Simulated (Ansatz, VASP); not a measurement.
## Two plane-wave programs on InSb3

Contents of INCAR:

```
SYSTEM = InSb3
PREC = Accurate
ENCUT = 520
EDIFF = 1E-6
ISMEAR = 0
SIGMA = 0.15
LREAL = .FALSE.
LASPH = .TRUE.
NELM = 100
ALGO = Fast
ISIF = 2
LWAVE = .FALSE.
LCHARG = .FALSE.
GGA = PS
IVDW = 12
NBANDS = 22
```

KPOINTS

```
Automatic mesh
0
G
  12 12 12
  0 0 0
```

The input POSCAR:

```
InSb3
1.0
    0.0000000000      3.5705147419      3.6620664019
    3.7536180619      0.0000000000      3.6620664019
    3.7536180619      3.5705147419      0.0000000000
In Sb
1 3
Direct
    0.0000000000      0.0000000000      0.0000000000
    0.2500000000      0.2500000000      0.2500000000
    0.7500000000      0.7500000000      0.7500000000
    0.5000000000      0.5000000000      0.5000000000
```

Input for Ansatz:

```yaml
crystal:
  lattice:
    - [0.0, 3.5705147419, 3.6620664019]
    - [3.7536180619, 0.0, 3.6620664019]
    - [3.7536180619, 3.5705147419, 0.0]
  atoms:
    - { symbol: In, position: [0.0, 0.0, 0.0] }
    - { symbol: Sb, position: [0.25, 0.25, 0.25] }
    - { symbol: Sb, position: [0.75, 0.75, 0.75] }
    - { symbol: Sb, position: [0.5, 0.5, 0.5] }
basis:
  ecutwfc: 420
kpoints:
  mp_grid: { grid: [12, 12, 12] }
hamiltonian:
  xc: pbesol
  dispersion: d3bj
scf:
  occupations: { method: gaussian, width: 0.15 }
output:
  forces: true
  stress: true
  eigenvalues: true
```

Change from the starting cell: strain +0.0250 x Voigt [1, -1, 0, 0, 0, 0], atoms carried along.

Alike in both runs: task single point; functional PBEsol; dispersion D3(BJ); k mesh 12 × 12 × 12; occupations gaussian, width 0.15 eV; no spin polarisation.

|  | VASP | Ansatz |
| --- | --- | --- |
| version | VASP 6.6.1 | Ansatz 0.2.0 |
| potentials or method | VASP PAW PBE potentials, release 64 (In_d, Sb), cutoff 520 eV | scalar-relativistic, plane waves, PAW |
| valence electrons in the cell | 28 | 58 |

```tsv
	VASP	Ansatz	Ansatz less VASP
gap on the k mesh at the Fermi level (eV)	none	none	-
pressure (GPa)	0.4	0.4	0.00
traceless stress, the component that is largest in VASP (GPa)	-0.62	-0.62	0.000
```

VASP's potentials were made for PBE, not for PBEsol. A gap of «none» marks a metal or a gap that the smearing closes. VASP's potentials hold 28 valence electrons a cell and Ansatz's 58, so a difference there can come from the potentials and not from the codes.

Spin-orbit coupling is off throughout.
